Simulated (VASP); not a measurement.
Ti3PO6: single point with PBE

Crystal: Ti3PO6.

```xyz
10
Lattice="0.0000 4.0966 4.0966 4.0966 0.0000 4.0966 4.0966 4.0966 0.0000" Properties=species:S:1:pos:R:3 pbc="T T T"
Ti    6.1449    6.1449    6.1449
Ti    2.0483    2.0483    2.0483
Ti    4.0966    4.0966    4.0966
P     0.0000    0.0000    0.0000
O     1.8816    4.0966    4.0966
O     4.0966    4.0966    1.8816
O     6.3117    4.0966    4.0966
O     4.0966    1.8816    4.0966
O     4.0966    6.3117    4.0966
O     4.0966    4.0966    6.3117
```

The cell was generated, and may not be a known phase.

```
Program             : VASP 6.6.1
Task                : single point
Functional          : PBE
Potentials or basis : VASP PAW PBE potentials, release 64 (Ti_sv, P, O)
Cutoff              : 520 eV
k mesh              : 4 × 4 × 4
Occupations         : gaussian, width 0.1 eV
Spin                : collinear spin
Starting moments    : [1.0, 1.0, 1.0, 0.0, 0.0, 0.0, 0.0, 0.0, 0.0, 0.0] μB
```

The pressure is -30.8 GPa, the largest force is 0.373 eV/Å and the net moment is 4.90 μB per cell. The site moments are Ti +1.70, +0.87 (each value once); P +0.03; O -0.02 μB. The valence electrons inside the program's atomic spheres are Ti 9.91, 9.90 (each value once); P 1.97; O 4.93.

Forces in eV/Å, atoms in the order of the input:
```
Ti   0.000  0.000  0.000
Ti   0.000  0.000  0.000
Ti   0.000  0.000  0.000
P    0.000  0.000  0.000
O   -0.373  0.000  0.000
O    0.000  0.000 -0.373
O    0.373  0.000  0.000
O    0.000 -0.373  0.000
O    0.000  0.373  0.000
O    0.000  0.000  0.373
```

Levels at points of the mesh, in eV from the Fermi level:
Spin up:
```csv
k point,band 39,band 40,band 41,band 42,band 43,band 44
"(0.00, 0.00, 0.00)",-0.42,-0.42,-0.42,-0.37,-0.20,-0.20
"(0.50, 0.00, 0.00)",-0.39,-0.39,-0.05,0.23,0.23,0.34
"(0.50, 0.50, 0.00)",-0.38,-0.09,-0.01,0.04,0.31,0.38
```
Spin down:
```tsv
k point	band 33	band 34	band 35	band 36	band 37	band 38	band 39	band 40
(0.00, 0.00, 0.00)	-3.08	-2.12	-2.12	-2.12	0.05	0.50	0.50	0.50
(0.50, 0.00, 0.00)	-2.82	-2.69	-2.69	-2.42	0.86	0.88	0.88	1.28
(0.50, 0.50, 0.00)	-3.59	-3.23	-3.23	-2.19	-0.13	0.87	1.25	1.25
```

Run time: 4.4 min on 1 thread of Intel(R) Xeon(R) Platinum 8375C CPU @ 2.90GHz (Ice Lake) (shared host), peak memory 0.43 GiB.

Caveat: the cell stands under tension; semilocal functionals often make such compounds metallic where correlation or magnetic order opens a gap, which also shifts bond lengths.
